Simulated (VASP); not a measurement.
# CuSi16 (a cell with a defect) in VASP: relaxation of the atoms with PBE+D3(BJ)

Aim: the relaxation of the atoms of CuSi16 (a cell with a defect) with PBE+D3(BJ).

Everything below comes from runs of VASP 6.6.1. Logs are shortened: lines on timing, memory, paths and dates and some standing lists are left out, and cuts for length are marked.

### Step 1. The cell of the first run

The cell holds a defect, 17 atoms: a = 7.679 Å, b = 7.679 Å, c = 7.679 Å, α = 60.00°, β = 60.00°, γ = 60.00°.

### Step 2. Relaxation of the atoms, PBE+D3(BJ)

Input file INCAR:

```
SYSTEM = CuSi16
ALGO = Normal
EDIFF = 1E-6
EDIFFG = -0.03
ENCUT = 520
GGA = PE
IBRION = 2
ISIF = 2
ISMEAR = 0
IVDW = 12
LASPH = .TRUE.
LCHARG = .FALSE.
LREAL = Auto
LWAVE = .FALSE.
NELECT = 74.0
NELM = 80
NSW = 80
PREC = Accurate
SIGMA = 0.02
```

Input file KPOINTS:

```
k-points
0
G
  2 2 2
  0 0 0
```

Input file POSCAR:

```
CuSi16
1.0
    0.0000000000      5.4300000000      5.4300000000
    5.4300000000      0.0000000000      5.4300000000
    5.4300000000      5.4300000000      0.0000000000
Si Cu
16 1
Direct
    0.0000000000      0.0000000000      0.0000000000
    0.1250000000      0.1250000000      0.1250000000
    0.0000000000      0.0000000000      0.5000000000
    0.1250000000      0.1250000000      0.6250000000
    0.0000000000      0.5000000000      0.0000000000
    0.1250000000      0.6250000000      0.1250000000
    0.0000000000      0.5000000000      0.5000000000
    0.1250000000      0.6250000000      0.6250000000
    0.5000000000      0.0000000000      0.0000000000
    0.6250000000      0.1250000000      0.1250000000
    0.5000000000      0.0000000000      0.5000000000
    0.6250000000      0.1250000000      0.6250000000
    0.5000000000      0.5000000000      0.0000000000
    0.6250000000      0.6250000000      0.1250000000
    0.5000000000      0.5000000000      0.5000000000
    0.6250000000      0.6250000000      0.6250000000
    0.5590601400      0.3160278900      0.3098000200
```

Potentials or basis: VASP PAW PBE potentials, release 64 (Si, Cu).

Started as:

```sh
> cat potpaw_PBE.64/Si/POTCAR potpaw_PBE.64/Cu/POTCAR > POTCAR
> mpirun -np 1 vasp_std > vasp.out
```

OUTCAR:

```text
SYSTEM = CuSi16
   EDIFF = 1E-6
   EDIFFG = -0.03
   ENCUT = 520
   GGA = PE
   IBRION = 2
   ISIF = 2
   ISMEAR = 0
   IVDW = 12
   LASPH = .TRUE.
   LREAL = Auto
   NELECT = 74.0
   NELM = 80
   NSW = 80
   PREC = Accurate
 IVDW          = 12

 ion  position               nearest neighbor table
   1  0.000  0.000  0.000-   2 2.35   4 2.35   6 2.35  10 2.35
   2  0.125  0.125  0.125-   1 2.35   3 2.35   5 2.35   9 2.35
   3  0.000  0.000  0.500-   2 2.35   4 2.35   8 2.35  12 2.35
   4  0.125  0.125  0.625-   1 2.35   3 2.35   7 2.35  11 2.35
   5  0.000  0.500  0.000-   2 2.35   6 2.35   8 2.35  14 2.35
   6  0.125  0.625  0.125-   1 2.35   5 2.35   7 2.35  13 2.35
   7  0.000  0.500  0.500-   4 2.35   6 2.35   8 2.35  16 2.35
   8  0.125  0.625  0.625-   3 2.35   5 2.35   7 2.35  15 2.35
   9  0.500  0.000  0.000-   2 2.35  10 2.35  12 2.35  14 2.35
  10  0.625  0.125  0.125-  17 2.25   9 2.35  11 2.35  13 2.35   1 2.35
  11  0.500  0.000  0.500-  17 2.26  10 2.35  12 2.35  16 2.35   4 2.35
  12  0.625  0.125  0.625-  17 2.28   9 2.35  11 2.35  15 2.35   3 2.35
  13  0.500  0.500  0.000-  17 2.22  10 2.35  14 2.35  16 2.35   6 2.35
  14  0.625  0.625  0.125-  17 2.24   9 2.35  13 2.35  15 2.35   5 2.35
  15  0.500  0.500  0.500-  17 2.26  12 2.35  14 2.35  16 2.35   8 2.35
  16  0.625  0.625  0.625-   7 2.35  11 2.35  13 2.35  15 2.35
  17  0.559  0.316  0.310-  13 2.22  14 2.24  10 2.25  15 2.26  11 2.26  12 2.28

  LATTYP: Found a face centered cubic cell.
 ALAT       =    10.8600000000

  Lattice vectors:

 A1 = (   0.0000000000,   5.4300000000,   5.4300000000)
 A2 = (   5.4300000000,   0.0000000000,   5.4300000000)
 A3 = (   5.4300000000,   5.4300000000,   0.0000000000)

Analysis of symmetry for initial positions (statically):
=====================================================================
 Subroutine PRICEL returns:
 Original cell was already a primitive cell.

 Routine SETGRP: Setting up the symmetry group for a
 face centered cubic supercell.

 Subroutine GETGRP returns: Found  1 space group operations
 (whereof  1 operations were pure point group operations)
 out of a pool of 48 trial point group operations.

The static configuration has the point symmetry C_1 .

Analysis of symmetry for dynamics (positions and initial velocities):
=====================================================================
 Subroutine PRICEL returns:
 Original cell was already a primitive cell.

 Routine SETGRP: Setting up the symmetry group for a
 face centered cubic supercell.

 Subroutine GETGRP returns: Found  1 space group operations
 (whereof  1 operations were pure point group operations)
 out of a pool of 48 trial point group operations.

The dynamic configuration has the point symmetry C_1 .

 Subroutine INISYM returns: Found  1 space group operations
 (whereof  1 operations are pure point group operations),
 and found     1 'primitive' translations

----------------------------------------------------------------------------------------

                                     Primitive cell

  volume of cell :     320.2060

  direct lattice vectors                    reciprocal lattice vectors
     0.000000000  5.430000000  5.430000000    -0.092081031  0.092081031  0.092081031
     5.430000000  0.000000000  5.430000000     0.092081031 -0.092081031  0.092081031
     5.430000000  5.430000000  0.000000000     0.092081031  0.092081031 -0.092081031

  length of vectors
     7.679179644  7.679179644  7.679179644     0.159489025  0.159489025  0.159489025

  position of ions in fractional coordinates (direct lattice)
     0.000000000  0.000000000  0.000000000
     0.125000000  0.125000000  0.125000000
     0.000000000  0.000000000  0.500000000
     0.125000000  0.125000000  0.625000000
     0.000000000  0.500000000  0.000000000
     0.125000000  0.625000000  0.125000000
[... 9 lines left out ...]
     0.625000000  0.625000000  0.625000000
     0.559060140  0.316027890  0.309800020

  ion indices of the primitive-cell ions
   primitive index   ion index
                 1           1
                 2           2
                 3           3
                 4           4
                 5           5
                 6           6
[... 9 lines left out ...]
                16          16
                17          17

----------------------------------------------------------------------------------------

 KPOINTS: k-points

Automatic generation of k-mesh.
 Grid dimensions read from file:
 generate k-points for:    2    2    2

 Generating k-lattice:

  Cartesian coordinates                     Fractional coordinates (reciprocal lattice)
    -0.046040516  0.046040516  0.046040516     0.500000000  0.000000000  0.000000000
     0.046040516 -0.046040516  0.046040516     0.000000000  0.500000000  0.000000000
     0.046040516  0.046040516 -0.046040516     0.000000000  0.000000000  0.500000000

  Length of vectors
     0.079744512  0.079744512  0.079744512

  Shift w.r.t. Gamma in fractional coordinates (k-lattice)
     0.000000000  0.000000000  0.000000000

 Subroutine IBZKPT returns following result:
 ===========================================

 Found      8 irreducible k-points:

 Following reciprocal coordinates:
            Coordinates               Weight
  0.000000  0.000000  0.000000      1.000000
  0.500000  0.000000  0.000000      1.000000
  0.000000  0.500000  0.000000      1.000000
  0.000000  0.000000  0.500000      1.000000
  0.500000  0.500000  0.500000      1.000000
  0.500000  0.500000  0.000000      1.000000
  0.000000  0.500000  0.500000      1.000000
  0.500000  0.000000  0.500000      1.000000
   k-points           NKPTS =      8   k-points in BZ     NKDIM =      8   number of bands    NBANDS=     46
   number of dos      NEDOS =    301   number of ions     NIONS =     17
   total plane-waves  NPLWV = 216000
   dimension x,y,z NGX =    60 NGY =   60 NGZ =   60
   dimension x,y,z NGXF=   120 NGYF=  120 NGZF=  120
   ions per type =              16   1
   NGX,Y,Z   is equivalent  to a cutoff of  12.99, 12.99, 12.99 a.u.
   NGXF,Y,Z  is equivalent  to a cutoff of  25.98, 25.98, 25.98 a.u.
 SYSTEM =  CuSi16
   PREC   = accura    normal or accurate (medium, high low for compatibility)
   ISTART =      0    job   : 0-new  1-cont  2-samecut
   ICHARG =      2    charge: 1-file 2-atom 10-const
   ISPIN  =      1    spin polarized calculation?
   LNONCOLLINEAR =      F non collinear calculations
   LSORBIT =      F    spin-orbit coupling
   LASPH  =      T    aspherical Exc in radial PAW
   ENCUT  =  520.0 eV  38.22 Ry    6.18 a.u.  14.28 14.28 14.28*2*pi/ulx,y,z
   NELM   =     80;   NELMIN=  2; NELMDL= -5     # of ELM steps
   EDIFF  = 0.1E-05   stopping-criterion for ELM
   LREAL  =      T    real-space projection
   EDIFFG = -.3E-01   stopping-criterion for IOM
   NSW    =     80    number of steps for IOM
   IBRION =      2    ionic relax: 0-MD 1-quasi-New 2-CG
   NFREE  =      1    steps in history (QN), initial steepest desc. (CG)
   ISIF   =      2    stress and relaxation
   ISYM   =      2    0-nonsym 1-usesym 2-fastsym
   POTIM  = 0.5000    time-step for ionic-motion
   TEBEG  =    0.0;   TEEND  =   0.0 temperature during run
   PSTRESS=    0.0 pullay stress
   NELECT =      74.0000    total number of electrons
   NUPDOWN=      -1.0000    fix difference up-down
   EMIN   =  10.00;   EMAX   =-10.00  energy-range for DOS
   EFERMI =   0.00;   METHOD = LEGACY
   ISMEAR =     0;   SIGMA  =   0.02  broadening in eV -4-tet -1-fermi 0-gaus
   EFERMI_NEDOS =   21; number of points for ismear=-14 and -15
   IALGO  =     38    algorithm
   IMIX   =      4    mixing-type and parameters
     AMIX     =   0.40;   BMIX     =  1.00
     AMIX_MAG =   1.60;   BMIX_MAG =  1.00
  volume/ion in A,a.u.               =      18.84       127.11
  Fermi-wavevector in a.u.,A,eV,Ry     =   1.004636  1.898488 13.732283  1.009294
  Thomas-Fermi vector in A             =   2.137265
   LORBIT       =      0    0 simple, 1 ext, 2 COOP (PROOUT), +10 PAW based schemes
   GGA     = PE    functional components
   LHFCALC =     F    Hartree Fock is set to
   AEXX    =    0.0000 exact exchange contribution
   IVDW    =    12    specifies the selected vdW correction
   LEPSILON=     F    determine dielectric tensor
   LRPA    =     F    only Hartree local field effects (RPA)
 conjugate gradient relaxation of ions
 non-spin polarized calculation
 Gauss-broadening in eV      SIGMA  =   0.02
  energy-cutoff  :      520.00
  volume of cell :      320.21
 maximum number of plane-waves:      8646
 NGX is ok and might be reduce to    60
   NGX = 29   NGY = 29   NGZ = 29

--------------------------------------- Ionic step        1  -------------------------------------------

 number of electron      74.0000004 magnetization

 Free energy of the ion-electron system (eV)
  ---------------------------------------------------
  ext. energy  EPLUGINS =         0.00000000
  ---------------------------------------------------
  free energy    TOTEN  =       -93.55406836 eV

  energy without entropy =      -93.55193184  energy(sigma->0) =      -93.55300010

------------------------ aborting loop because EDIFF is reached ----------------------------------------

 Edisp (eV)   -5.67986

 E8    (eV) :    -2.3570

  FORCE on cell =-STRESS in cart. coord.  units (eV):
  Direction    XX          YY          ZZ          XY          YZ          ZX
  --------------------------------------------------------------------------------------
  -------------------------------------------------------------------------------------
  Total      -3.49204    -3.46460    -3.48315     2.16357    -2.16187     2.14230
  in kB     -17.47271   -17.33542   -17.42822    10.82560   -10.81708    10.71918
  external pressure =      -17.41 kB  Pullay stress =        0.00 kB
[... 142 lines left out ...]
  FREE ENERGIE OF THE ION-ELECTRON SYSTEM (eV)
  ---------------------------------------------------
  free  energy   TOTEN  =       -99.6724549694 eV

  energy  without entropy=      -99.6724434927  energy(sigma->0) =      -99.67244923

[... ionic steps 4 to 13 ...]

--------------------------------------- Ionic step       14  -------------------------------------------

 number of electron      74.0000002 magnetization

------------------------ aborting loop because EDIFF is reached ----------------------------------------

 Edisp (eV)   -5.67553

 E8    (eV) :    -2.3546
[... 99 lines left out ...]
  energy  without entropy=      -99.8352942021  energy(sigma->0) =      -99.83572258

--------------------------------------- Ionic step       16  -------------------------------------------

 number of electron      74.0000002 magnetization

 Free energy of the ion-electron system (eV)
  ---------------------------------------------------
  ext. energy  EPLUGINS =         0.00000000
  ---------------------------------------------------
  free energy    TOTEN  =       -94.16084308 eV

  energy without entropy =      -94.15993540  energy(sigma->0) =      -94.16038924

 E-fermi :   6.4249     XC(G=0):  -9.6178

 val. band max:        6.4030834440   @ k =   0.0000   0.0000   0.0000
 cond. band min:       6.4489168953   @ k =   0.0000   0.0000   0.0000
 fundamental gap:      0.0458334513
 Fermi energy:         6.4249161067

 k-point     1 :       0.0000    0.0000    0.0000
  band No.  band energies     occupation
      1      -5.9049      2.00000
      2      -3.5573      2.00000
      3      -3.5104      2.00000
      4      -3.5084      2.00000
      5      -3.4748      2.00000
      6      -1.9486      2.00000
[... 429 lines left out ...]
  FREE ENERGIE OF THE ION-ELECTRON SYSTEM (eV)
  ---------------------------------------------------
  free  energy   TOTEN  =       -99.8363295997 eV

  energy  without entropy=      -99.8354219170  energy(sigma->0) =      -99.83587576

 reached required accuracy - stopping structural energy minimisation
```

It took 19 min on 1 thread of Intel Xeon Platinum 8488C (Sapphire Rapids), shared host; peak memory 0.57 GiB.

Results:

* Free energy: -99.8363 eV
* Energy gained by relaxing: 35.4 meV/atom
* Ionic steps: 16
* Largest force after relaxing: 0.019 eV/Å
* Dispersion energy per atom: -0.334 eV

Forces in eV/Å, atoms in the order of the input:
```
Si  -0.002  0.004  0.001
Si   0.001 -0.006 -0.001
Si   0.000 -0.004  0.001
Si  -0.004 -0.002  0.004
Si  -0.001  0.005  0.002
Si   0.003  0.006 -0.003
Si   0.005 -0.001 -0.004
Si  -0.004 -0.002  0.004
Si   0.008  0.004 -0.008
Si   0.001 -0.008 -0.001
Si   0.001  0.010  0.001
Si   0.006  0.008 -0.006
Si  -0.007  0.004  0.007
Si   0.000 -0.009 -0.002
Si  -0.002  0.011 -0.001
Si   0.000 -0.003 -0.001
Cu  -0.004 -0.017  0.008
```

Step by step:
```csv
step,energy change (eV),largest force (eV/Å),pressure (GPa)
1,0.0000,1.9346,-1.74
2,-0.4383,0.5006,-2.71
3,-0.4385,0.5034,-2.70
4,-0.4798,0.3355,-2.76
5,-0.4902,0.2846,-2.80
6,-0.5109,0.1742,-2.84
7,-0.5239,0.3725,-2.90
8,-0.5383,0.3240,-2.93
9,-0.5716,0.1932,-3.08
10,-0.5922,0.2278,-3.40
11,-0.5931,0.2039,-3.36
12,-0.6018,0.0430,-3.46
13,-0.6018,0.0430,-3.47
14,-0.6022,0.0327,-3.46
15,-0.6022,0.0437,-3.44
16,-0.6024,0.0193,-3.49
```

Final structure:
```xyz
17
Lattice="0.0000 5.4300 5.4300 5.4300 0.0000 5.4300 5.4300 5.4300 0.0000" Properties=species:S:1:pos:R:3 pbc="T T T"
Si   10.8482   10.8125   10.8131
Si    1.4798    1.2332    1.2356
Si    8.1910    8.1555   10.8141
Si    4.0250    4.1184    1.3425
Si    8.1922   10.8124    8.1570
Si    4.0247    1.3417    4.1205
Si    5.3025    2.8414    2.8427
Si    6.8027    4.1185    4.1202
Si    0.1341    2.5794    2.5814
Si    1.2820    4.0154    4.0201
Si    8.0897    5.4846    8.0662
Si    4.1264    6.8623    4.0189
Si    8.0885    8.0633    5.4870
Si    4.1254    4.0154    6.8633
Si    5.5091    5.4847    5.4856
Si    6.6478    6.9232    6.9276
Cu    3.4091    4.7361    4.7359
```

Caveat: the k points lie up to 0.50 Å⁻¹ apart; the cell carries a net charge on a neutralising background, which shifts energy and pressure; the cell is charged against a uniform background, so pressure and absolute levels hang on convention.
